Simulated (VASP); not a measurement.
Set up this calculation in VASP 6.6.1, as the native input.

| Item | Value |
| --- | --- |
| Task | single point |
| Functional | PBE |
| Potentials or basis | VASP PAW PBE potentials, release 64 (Rh_pv) |
| Cutoff | 520 eV |
| k mesh | 22 × 22 × 16 |
| Occupations | gaussian, width 0.15 eV |
| Spin | no spin polarisation |
| Dipole correction | no |
| Further INCAR settings | ALGO = Fast; EDIFF = 1e-06; NBANDS = 22 |

The structure of Rh lies in POSCAR:

```
Rh
1.0
    0.0000000000     -1.9149654119     -1.9149654119
    0.0000000000      1.9149654119     -1.9149654119
    3.8299308238      0.0000000000      0.0000000000
Rh
2
Direct
    0.4510435022      0.5489564978      0.5000000000
    0.0489564978     -0.0489564978      0.0000000000
```

This cell differs from its parent crystal: atoms displaced along a vibrational mode.

The input as run:

INCAR

```
SYSTEM = Rh
PREC = Accurate ; ENCUT = 520
EDIFF = 1E-6 ; ISMEAR = 0
SIGMA = 0.15 ; LREAL = .FALSE.
LASPH = .TRUE. ; NELM = 80
ALGO = Fast ; ISIF = 2
LWAVE = .FALSE. ; LCHARG = .FALSE.
GGA = PE ; NBANDS = 22
```

KPOINTS

```
Automatic mesh
0
G
  22 22 16
  0 0 0
```

Potentials or basis: VASP PAW PBE potentials, release 64 (Rh_pv).

Launch:

```console
$ cat potpaw_PBE.64/Rh_pv/POTCAR > POTCAR
$ mpirun -np 1 vasp_std > vasp.out
```

Results of the run:

```
Pressure               : 9.5 GPa
Largest force          : 2.431 eV/Å
Band gap on the k mesh : zero (bands 15 and 16 overlap by 1.95 eV)
```

Caveat: the cell differs from its parent crystal (atoms displaced along a vibrational mode); the stress differs along the axes, from -2 to 17 GPa; forces of over 1 eV/Å act on the atoms, so gaps and moduli don't describe the material at rest.

It took 8.9 min on 1 thread of Oxide Virtual Turin-like Processor, on a shared host, peak memory 0.57 GiB.
